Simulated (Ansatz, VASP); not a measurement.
Eu: VASP beside Ansatz

Contents of INCAR:

```
PREC = Accurate
ENCUT = 520
EDIFF = 1E-7
ISMEAR = -1
SIGMA = 0.05
LREAL = False
LASPH = True
NELM = 150
ALGO = Normal
ISIF = 2
LWAVE = False
LCHARG = False
ISPIN = 2
MAGMOM = 6.925
LORBIT = 11
LMAXMIX = 6
GGA = CA
NBANDS = 18
```

The input KPOINTS:

```
Automatic mesh
0
Gamma
  11 11 11
```

The input POSCAR:

```
Eu
1.0
   -2.0544259245      2.0544259245      2.0544259245
    2.0544259245     -2.0544259245      2.0544259245
    2.0544259245      2.0544259245     -2.0544259245
Eu
1
Direct
    0.0000000000      0.0000000000      0.0000000000
```

Input for Ansatz:

```yaml
crystal:
  lattice:
    - [-2.0544259245, 2.0544259245, 2.0544259245]
    - [2.0544259245, -2.0544259245, 2.0544259245]
    - [2.0544259245, 2.0544259245, -2.0544259245]
  atoms:
    - { symbol: Eu, position: [0.0, 0.0, 0.0], spin: 6.925 }
hamiltonian:
  xc: lda
  pseudopotentials:
    kind: paw
    azcp:
      Eu: "pseudopotentials/Eu.paw.azcp"
basis:
  ecutwfc: 500
  fft_grid_basis: typed
kpoints:
  mp_grid: { grid: [11, 11, 11], shift: [0, 0, 0] }
magnetization:
  spin_polarized: true
scf:
  occupations: { method: fermi_dirac, width: 0.05 }
  lower_state_search: "off"
output:
  stress: true
  write_density: true
  write_potential: true
  elf: true
  volumetric_format: npy
```

Alike in both runs: task single point; functional LDA; k mesh 11 × 11 × 11; occupations fermi-dirac, width 0.05 eV; collinear spin.

|  | VASP | Ansatz |
| --- | --- | --- |
| version | VASP 6.6.1 | Ansatz 0.2.0 |
| potentials or method | VASP PAW PBE potentials, release 64 (Eu), cutoff 520 eV | plane waves (500 eV) with PAW, scalar-relativistic |
| valence electrons in the cell | 17 | 17 |

VASP gave:

```
pressure (GPa)                                                : -0.3
net moment per atom (μB)                                      : 7.11
size of the moment on the site where the two differ most (μB) : 6.63
```

Question: Which values does Ansatz return?

Answer: Pressure (GPa): 0.0; net moment per atom (μB): 7.15; size of the moment on the site where the two differ most (μB): 6.92.

VASP's potentials were made for PBE, not for LDA, and Ansatz warns of the same on its side. LDA's correlation is that of Perdew and Zunger in VASP and of Perdew and Wang (1992) in Ansatz. Site moments also hang on the region over which each program counts them.

Neither program's run includes spin-orbit coupling.
